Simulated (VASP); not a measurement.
# Ir (I4/mmm) in VASP: further runs

Ir is run at these levels: PBE; tasks: single point.

Everything below comes from runs of VASP 6.6.1. Logs are shortened: lines on timing, memory, paths and dates and some standing lists are left out, and cuts for length are marked.

**1. The cell of the first run**

It takes space group I4/mmm (No. 139, tetragonal). The conventional cell has a = 3.070 Å, b = 3.070 Å, c = 3.027 Å, α = 90.00°, β = 90.00°, γ = 90.00°. Within 3.5 Å of Ir (site symmetry 4/mmm) lie 14 Ir at 2.65 to 3.07 Å.

**2. Single point, PBE (14.26 Å³/atom)**

The input, INCAR:

```
SYSTEM = Ir
PREC = Accurate ; ENCUT = 520
EDIFF = 1E-6 ; ISMEAR = 0
SIGMA = 0.15 ; LREAL = .False.
LASPH = .True. ; NELM = 100
ALGO = Normal ; ISIF = 2
LWAVE = .False. ; LCHARG = .True.
GGA = PE ; LELF = .True.
LVHAR = .True. ; NBANDS = 10
```

The input, KPOINTS:

```
regular mesh
0
Gamma
  22 22 22
  0 0 0
```

The input, POSCAR:

```
Ir
1.0
    0.0000000000      2.1704818797      1.5136940629
    2.1704818797      0.0000000000      1.5136940629
    2.1704818797      2.1704818797      0.0000000000
Ir
1
Direct
    0.0000000000      0.0000000000      0.0000000000
```

Potentials or basis: VASP PAW PBE potentials, release 64 (Ir).

On the command line:

```sh
$ cat potpaw_PBE.64/Ir/POTCAR > POTCAR
$ mpirun -np 1 vasp_std > vasp.out
```

OUTCAR:

```text
SYSTEM = Ir
   PREC = Accurate
   ENCUT = 520
   EDIFF = 1E-6
   ISMEAR = 0
   LREAL = .False.
   LASPH = .True.
   NELM = 100
   ISIF = 2
   GGA = PE

 ion  position               nearest neighbor table
   1  0.000  0.000  0.000-

  LATTYP: Found a body centered tetragonal cell.
 ALAT       =     3.0695249112
 C/A-ratio  =     0.9862725384

  Lattice vectors:

 A1 = (   0.0000000000,  -2.1704818797,  -1.5136940629)
 A2 = (   0.0000000000,   2.1704818797,  -1.5136940629)
 A3 = (   2.1704818797,   0.0000000000,   1.5136940629)

Analysis of symmetry for initial positions (statically):
=====================================================================
 Subroutine PRICEL returns:
 Original cell was already a primitive cell.

 Routine SETGRP: Setting up the symmetry group for a
 body centered tetragonal supercell.

 Subroutine GETGRP returns: Found 16 space group operations
 (whereof 16 operations were pure point group operations)
 out of a pool of 16 trial point group operations.

The static configuration has the point symmetry D_4h.

Analysis of symmetry for dynamics (positions and initial velocities):
=====================================================================
 Subroutine PRICEL returns:
 Original cell was already a primitive cell.

 Routine SETGRP: Setting up the symmetry group for a
 body centered tetragonal supercell.

 Subroutine GETGRP returns: Found 16 space group operations
 (whereof 16 operations were pure point group operations)
 out of a pool of 16 trial point group operations.

The dynamic configuration has the point symmetry D_4h.

 Subroutine INISYM returns: Found 16 space group operations
 (whereof 16 operations are pure point group operations),
 and found     1 'primitive' translations

----------------------------------------------------------------------------------------

                                     Primitive cell

  volume of cell :      14.2620

  direct lattice vectors                    reciprocal lattice vectors
     0.000000000  2.170481880  1.513694063    -0.230363591  0.230363591  0.330317739
     2.170481880  0.000000000  1.513694063     0.230363591 -0.230363591  0.330317739
     2.170481880  2.170481880  0.000000000     0.230363591  0.230363591 -0.330317739

  length of vectors
     2.646178623  2.646178623  3.069524911     0.463944584  0.463944584  0.463944584

  position of ions in fractional coordinates (direct lattice)
     0.000000000  0.000000000  0.000000000

[... 74 lines left out ...]
   NELM   =    100;   NELMIN=  2; NELMDL= -5     # of ELM steps
   EDIFF  = 0.1E-05   stopping-criterion for ELM
   LREAL  =      F    real-space projection
   EDIFFG = 0.1E-04   stopping-criterion for IOM
   NSW    =      0    number of steps for IOM
   IBRION =     -1    ionic relax: 0-MD 1-quasi-New 2-CG
   NFREE  =      0    steps in history (QN), initial steepest desc. (CG)
   ISIF   =      2    stress and relaxation
   ISYM   =      2    0-nonsym 1-usesym 2-fastsym
   POTIM  = 0.5000    time-step for ionic-motion
   TEBEG  =    0.0;   TEEND  =   0.0 temperature during run
   PSTRESS=    0.0 pullay stress
   NELECT =       9.0000    total number of electrons
   NUPDOWN=      -1.0000    fix difference up-down
   EMIN   =  10.00;   EMAX   =-10.00  energy-range for DOS
   EFERMI =   0.00;   METHOD = LEGACY
   ISMEAR =     0;   SIGMA  =   0.15  broadening in eV -4-tet -1-fermi 0-gaus
   EFERMI_NEDOS =   21; number of points for ismear=-14 and -15
   IALGO  =     38    algorithm
   IMIX   =      4    mixing-type and parameters
     AMIX     =   0.40;   BMIX     =  1.00
     AMIX_MAG =   1.60;   BMIX_MAG =  1.00
  volume/ion in A,a.u.               =      14.26        96.24
  Fermi-wavevector in a.u.,A,eV,Ry     =   1.404200  2.653553 26.827650  1.971777
  Thomas-Fermi vector in A             =   2.526785
   LORBIT       =      0    0 simple, 1 ext, 2 COOP (PROOUT), +10 PAW based schemes
   GGA     = PE    functional components
   LHFCALC =     F    Hartree Fock is set to
   AEXX    =    0.0000 exact exchange contribution
   IVDW    =     0    specifies the selected vdW correction
   LEPSILON=     F    determine dielectric tensor
   LRPA    =     F    only Hartree local field effects (RPA)
 non-spin polarized calculation
 Gauss-broadening in eV      SIGMA  =   0.15
  energy-cutoff  :      520.00
  volume of cell :       14.26
 maximum number of plane-waves:       398
   NGX =  9   NGY =  9   NGZ = 11

 number of electron       9.0000000 magnetization

 Free energy of the ion-electron system (eV)
  ---------------------------------------------------
  ext. energy  EPLUGINS =         0.00000000
  ---------------------------------------------------
  free energy    TOTEN  =        -8.18804811 eV

  energy without entropy =       -8.15975535  energy(sigma->0) =       -8.17390173

 E-fermi :  10.0162     XC(G=0): -13.9212

 val. band max:       10.0151010561   @ k =  -0.3182   0.1818   0.4545
 cond. band min:      10.0164272317   @ k =  -0.3636   0.0909   0.4091
 fundamental gap:      0.0013261756
 Fermi energy:        10.0161632890

 k-point     1 :       0.0000    0.0000    0.0000
  band No.  band energies     occupation
      1      -0.7570      2.00000
      2       6.2499      2.00000
      3       6.3816      2.00000
      4       6.3816      2.00000
      5       9.3317      2.00000
      6       9.5857      1.99995
      7      26.8760      0.00000
      8      26.8760      0.00000
      9      27.1899      0.00000
     10      38.0421      0.00000
[... 287 lines left out ...]
 k-point    24 :      -0.4545    0.0455    0.0000
  band No.  band energies     occupation
      1       2.4578      2.00000
      2       4.5273      2.00000
      3       8.6114      2.00000
      4       9.2884      2.00000
      5      10.8815      0.00000
      6      12.1628      0.00000
      7      18.7561      0.00000
      8      23.4300      0.00000
      9      27.1929      0.00000
     10      34.9332      0.00000

 [... further k-points ...]
[... 5 lines left out ...]
  --------------------------------------------------------------------------------------
  -------------------------------------------------------------------------------------
  Total        2.0120213      2.0120213      1.1784879      0.0000000     -0.0000000      0.0000000
  in kB      226.0282519    226.0282519    132.3900251      0.0000000     -0.0000000      0.0000000
  external PRESSURE =     194.8155096 kB  Pullay stress =       0.0000000 kB

 VOLUME and BASIS-vectors are now :
 -----------------------------------------------------------------------------
  energy-cutoff  :      520.00
  volume of cell :       14.26
      direct lattice vectors                 reciprocal lattice vectors
     0.000000000  2.170481880  1.513694063    -0.230363591  0.230363591  0.330317739
     2.170481880  0.000000000  1.513694063     0.230363591 -0.230363591  0.330317739
     2.170481880  2.170481880  0.000000000     0.230363591  0.230363591 -0.330317739

 POSITION                                       TOTAL-FORCE (eV/Angst)
 -----------------------------------------------------------------------------------
      0.00000      0.00000      0.00000         0.000000      0.000000      0.000000
 -----------------------------------------------------------------------------------
    total drift:                               -0.000000     -0.000000     -0.000000

  FREE ENERGIE OF THE ION-ELECTRON SYSTEM (eV)
  ---------------------------------------------------
  free  energy   TOTEN  =        -8.1880481128 eV

  energy  without entropy=       -8.1597553470  energy(sigma->0) =       -8.17390173
```

OSZICAR:

```text
N       E                     dE             d eps       ncg     rms          rms(c)
DAV:   1     0.487822431690E+02    0.48782E+02   -0.43767E+03 16776   0.819E+02
DAV:   2    -0.772728707013E+01   -0.56510E+02   -0.54031E+02 17074   0.197E+02
DAV:   3    -0.862819493350E+01   -0.90091E+00   -0.89333E+00 19138   0.302E+01
DAV:   4    -0.863678194714E+01   -0.85870E-02   -0.85850E-02 19074   0.276E+00
DAV:   5    -0.863695507120E+01   -0.17312E-03   -0.17312E-03 19452   0.377E-01    0.159E+01
DAV:   6    -0.826741859398E+01    0.36954E+00   -0.62558E-01 18670   0.959E+00    0.730E+00
DAV:   7    -0.819314205439E+01    0.74277E-01   -0.23181E-01 19410   0.533E+00    0.172E+00
DAV:   8    -0.818828607034E+01    0.48560E-02   -0.70104E-03 18460   0.120E+00    0.459E-01
DAV:   9    -0.818804245610E+01    0.24361E-03   -0.11838E-04 18536   0.136E-01    0.348E-02
DAV:  10    -0.818804721724E+01   -0.47611E-05   -0.41798E-06 19470   0.203E-02    0.790E-03
DAV:  11    -0.818804828845E+01   -0.10712E-05   -0.34441E-07 10768   0.544E-03    0.175E-03
DAV:  12    -0.818804811283E+01    0.17562E-06   -0.42736E-08  9178   0.272E-03
   1 F= -.81880481E+01 E0= -.81739017E+01  d E =-.282928E-01
```

stdout:

```text
POSCAR found type information on POSCAR Ir
 POSCAR found :  1 types and       1 ions
 scaLAPACK will be used
 LDA part: xc-table for (Slater+PW92), standard interpolation
 POSCAR, INCAR and KPOINTS ok, starting setup
 FFT: planning ... GRIDC
 FFT: planning ... GRID_SOFT
 FFT: planning ... GRID
 WAVECAR not read
 entering main loop
```

Run time: 75 s. Hardware: 1 thread of Intel Xeon Platinum 8259CL at 2.50GHz (Skylake/Cascade Lake), shared host; peak memory 0.24 GiB.

Results:

```yaml
Free_energy: -8.1880 eV
Pressure: 19.5 GPa
Band_gap_on_the_k_mesh: zero (an odd number of electrons rules out a gap without spin polarisation)
```

Stress tensor (GPa, compression positive):
```
22.60  0.00  0.00
 0.00 22.60  0.00
 0.00  0.00 13.24
```

Caveat: the cell stands under pressure; spin-orbit coupling is left out, which moves the levels of the heavy elements.

**3. Single point, PBE (14.26 Å³/atom)**

The input, INCAR:

```
PREC     = Accurate       # precision mode
ENCUT    = 520            # plane-wave cutoff, eV
EDIFF    = 1E-7           # SCF threshold, eV
ISMEAR   = 0              # smearing method
SIGMA    = 0.15           # smearing width, eV
LREAL    = False          # projectors in reciprocal space
LASPH    = True           # aspherical terms in the spheres
NELM     = 60             # most SCF steps
ALGO     = Normal         # electronic algorithm
ISIF     = 2              # what is computed and relaxed
LWAVE    = False          # write WAVECAR
LCHARG   = True           # write CHGCAR
GGA      = PE             # functional
LELF     = True           # ELF
LVHAR    = True         
NBANDS   = 10             # bands
```

The input, KPOINTS:

```
Automatic mesh
0
Gamma
  22 22 22
```

The input, POSCAR:

```
Ir
1.0
    0.0000000000      2.1334983079      1.5666278075
    2.1334983079      0.0000000000      1.5666278075
    2.1334983079      2.1334983079      0.0000000000
Ir
1
Direct
    0.0000000000      0.0000000000      0.0000000000
```

Potentials or basis: VASP PAW PBE potentials, release 64 (Ir).

On the command line:

```sh
$ cat potpaw_PBE.64/Ir/POTCAR > POTCAR
$ mpirun -np 1 vasp_std > vasp.out
```

Wall time 75 s (1 thread of Intel Xeon Platinum 8259CL at 2.50GHz (Skylake/Cascade Lake), shared host); peak memory 0.24 GiB.

Results (log left out):

```yaml
Free_energy: -8.2128 eV
Pressure: 18.9 GPa
Band_gap_on_the_k_mesh: zero (an odd number of electrons rules out a gap without spin polarisation)
```

Stress tensor (GPa, compression positive):
```
10.83  0.00  0.00
 0.00 10.83  0.00
 0.00  0.00 35.05
```

Levels at points of the mesh, in eV from the Fermi level:
| k point | band 2 | band 3 | band 4 | band 5 | band 6 | band 7 |
| --- | --- | --- | --- | --- | --- | --- |
| (0.00, 0.00, 0.00) | -3.79 | -3.79 | -3.44 | -0.90 | -0.26 | 16.43 |
| (0.50, 0.00, 0.00) | -5.42 | -0.99 | -0.18 | -0.03 | 2.28 | 8.10 |
| (0.50, 0.50, 0.00) | -7.22 | 1.46 | 1.67 | 1.67 | 7.23 | 8.42 |
| (0.50, 0.00, 0.50) | -5.84 | -0.35 | 0.07 | 0.07 | 2.41 | 8.44 |

Caveat: the cell stands under pressure; spin-orbit coupling is left out, which moves the levels of the heavy elements.

**4. Single point, PBE (14.26 Å³/atom)**

The input, INCAR:

```
SYSTEM = Ir
ALGO     = Fast           ! electronic algorithm
EDIFF    = 1E-7           ! SCF threshold, eV
ENCUT    = 520            ! plane-wave cutoff, eV
GGA      = PE             ! functional
ISIF     = 2              ! what is computed and relaxed
ISMEAR   = 0              ! smearing method
LASPH    = .True.         ! aspherical terms in the spheres
LCHARG   = .False.        ! write CHGCAR
LREAL    = .False.        ! projectors in reciprocal space
LWAVE    = .False.        ! write WAVECAR
NBANDS   = 10             ! bands
NELM     = 60             ! most SCF steps
PREC     = Accurate       ! precision mode
SIGMA    = 0.15           ! smearing width, eV
```

The input, KPOINTS:

```
k-points
0
Gamma
  22 22 22
  0 0 0
```

The input, POSCAR:

```
Ir
1.0
    0.0000000000      2.2080557657      1.4626161392
    2.2080557657      0.0000000000      1.4626161392
    2.2080557657      2.2080557657      0.0000000000
Ir
1
Direct
    0.0000000000      0.0000000000      0.0000000000
```

On the command line:

```sh
$ cat potpaw_PBE.64/Ir/POTCAR > POTCAR
$ mpirun -np 1 vasp_std > vasp.out
```

Run time: 1.7 min. Hardware: 1 thread of Intel Xeon Platinum 8259CL at 2.50GHz (Skylake/Cascade Lake), shared host; peak memory 0.25 GiB.

Results (log left out):

```
Free energy            : -8.2567 eV
Pressure               : 18.2 GPa
Band gap on the k mesh : zero (an odd number of electrons rules out a gap without spin polarisation)
```

Stress tensor (GPa, compression positive):
```
28.89  0.00  0.00
 0.00 28.89  0.00
 0.00  0.00 -3.11
```

Levels at points of the mesh, in eV from the Fermi level:
```tsv
k point	band 1	band 2	band 3	band 4	band 5	band 6	band 7	band 8	band 9
(0.00, 0.00, 0.00)	-10.74	-4.07	-3.39	-3.39	-1.18	0.00	16.54	16.54	18.05
(0.50, 0.00, 0.00)	-7.61	-5.77	-0.59	0.11	0.33	2.38	8.45	12.92	16.63
(0.50, 0.50, 0.00)	-7.26	-7.17	1.52	1.52	1.86	7.37	7.37	9.48	14.96
(0.50, 0.00, 0.50)	-7.71	-5.01	-1.40	-0.35	-0.21	2.21	7.86	13.59	18.34
```

Caveat: the cell stands under pressure; spin-orbit coupling is left out, which moves the levels of the heavy elements.

(Continued in part 2 of 2.)
